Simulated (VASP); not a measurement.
Al2Pt:

```
CELL_PARAMETERS angstrom
4.06269 0.00000 0.00000
0.00000 4.06269 0.00000
0.00000 0.00000 5.89410
ATOMIC_POSITIONS crystal
Al 0.50000 0.50000 0.13457
Al 0.00000 0.00000 0.29266
Al 0.50000 0.00000 0.99624
Al 0.00000 0.50000 0.99624
Pt 0.50000 0.00000 0.49875
Pt 0.00000 0.50000 0.49875
```

* Program: VASP 6.6.1
* Task: relaxation of cell and atoms
* Functional: PBE
* Potentials or basis: VASP PAW PBE potentials, release 64 (Al, Pt)
* Cutoff: 600 eV
* k mesh: 4 × 4 × 4
* Occupations: gaussian, width 0.1 eV
* Spin: no spin polarisation

At the start: pressure 20.2 GPa; volume 16.21 Å³/atom.

Problem. Where does the relaxation end?

Solution. Over 21 steps the energy falls by 786.7 meV/atom and the volume is 16.77 Å³/atom (+3.4 %); space group P4mm (No. 99, to 0.05 Å).

The path:
| step | energy change (eV) | largest force (eV/Å) | pressure (GPa) | volume (Å³) |
| --- | --- | --- | --- | --- |
| 1 | 0.0000 | 7.1062 | 20.21 | 97.28 |
| 2 | -2.4838 | 2.0325 | -14.05 | 128.41 |
| 3 | -2.8024 | 2.9501 | -9.31 | 117.99 |
| 4 | -4.0383 | 2.1719 | -2.10 | 106.78 |
| 5 | -4.1266 | 1.7130 | 3.16 | 102.85 |
| 6 | -4.1307 | 1.7796 | 2.29 | 103.42 |
| 7 | -4.4280 | 0.8452 | 1.33 | 104.29 |
| 8 | -4.5086 | 0.7302 | 1.27 | 104.98 |
| 9 | -4.5496 | 0.2550 | -2.38 | 107.53 |
| 10 | -4.5498 | 0.2895 | -2.12 | 107.34 |
| 11 | -4.5933 | 0.1685 | -1.61 | 105.88 |
| 12 | -4.6554 | 0.4857 | -0.31 | 102.39 |
| 13 | -4.6587 | 0.5441 | 0.70 | 100.66 |
| 14 | -4.6705 | 0.7122 | 0.58 | 99.86 |
| 15 | -4.6730 | 0.6240 | 0.56 | 100.09 |
| 16 | -4.6929 | 0.4932 | -0.16 | 100.68 |
| 17 | -4.7073 | 0.2656 | -1.31 | 101.72 |
| 18 | -4.7173 | 0.1749 | 0.34 | 100.48 |
| 19 | -4.7173 | 0.1743 | 0.30 | 100.51 |
| 20 | -4.7200 | 0.0682 | 0.06 | 100.59 |
| 21 | -4.7203 | 0.0266 | -0.02 | 100.63 |

Final structure:
```xyz
6
Lattice="4.1058 0.0000 0.0000 0.0000 4.1058 0.0000 0.0000 0.0000 5.9694" Properties=species:S:1:pos:R:3 pbc="T T T"
Al    2.0529    2.0529    1.5590
Al    0.0000    0.0000    1.5591
Al    2.0529    0.0000    5.5585
Al    0.0000    2.0529    5.5585
Pt    2.0529    0.0000    3.0818
Pt    0.0000    2.0529    3.0818
```

Caveat: the k points lie up to 0.38 Å⁻¹ apart in the final cell.
